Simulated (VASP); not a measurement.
Write the native input for VASP 6.6.1 that does the following.

```
Task                   : single point
Functional             : PBE
Potentials or basis    : VASP PAW PBE potentials, release 64 (Pb_d, S)
Cutoff                 : 520 eV
k mesh                 : 8 × 8 × 6
Occupations            : gaussian, width 0.02 eV
Spin                   : no spin polarisation
Dipole correction      : no
Further INCAR settings : ALGO = Normal; EDIFF = 1e-07; NBANDS = 28
```

The structure of PbS lies in POSCAR:

```
PbS
1.0
    4.2077174768      0.0994452876      0.5794056975
   -0.1075558366      4.2473519141      0.0514303816
   -0.8186285715     -0.0930016538      5.9526587909
Pb S
2 2
Direct
    0.7499421415      0.7500024002      0.7500063300
    0.2500578585      0.2499975998      0.2499936700
    0.2500075071      0.2500001520      0.7500094742
    0.7499924929      0.7499998480      0.2499905258
```

One way to write it, as run:

INCAR

```
SYSTEM = PbS
PREC = Accurate
ENCUT = 520
EDIFF = 1E-7
ISMEAR = 0
SIGMA = 0.02
LREAL = .False.
LASPH = .True.
NELM = 60
ALGO = Normal
ISIF = 2
LWAVE = .False.
LCHARG = .True.
GGA = PE
LELF = .True.
LVHAR = .True.
NBANDS = 28
```

KPOINTS

```
regular mesh
0
Gamma
  8 8 6
  0 0 0
```

Potentials or basis: VASP PAW PBE potentials, release 64 (Pb_d, S).

The run is started by

```console
$ cat potpaw_PBE.64/Pb_d/POTCAR potpaw_PBE.64/S/POTCAR > POTCAR
$ mpirun -np 1 vasp_std > vasp.out
```

Results of the run:

```json
{
  "Pressure": "-0.1 GPa",
  "Band gap on the k mesh": "0.50 eV"
}
```

Caveat: spin-orbit coupling is left out, which moves the levels of the heavy elements.

It took 3.9 min on 1 thread of Intel(R) Xeon(R) Platinum 8488C (Sapphire Rapids), with other jobs on the host, peak memory 0.57 GiB.
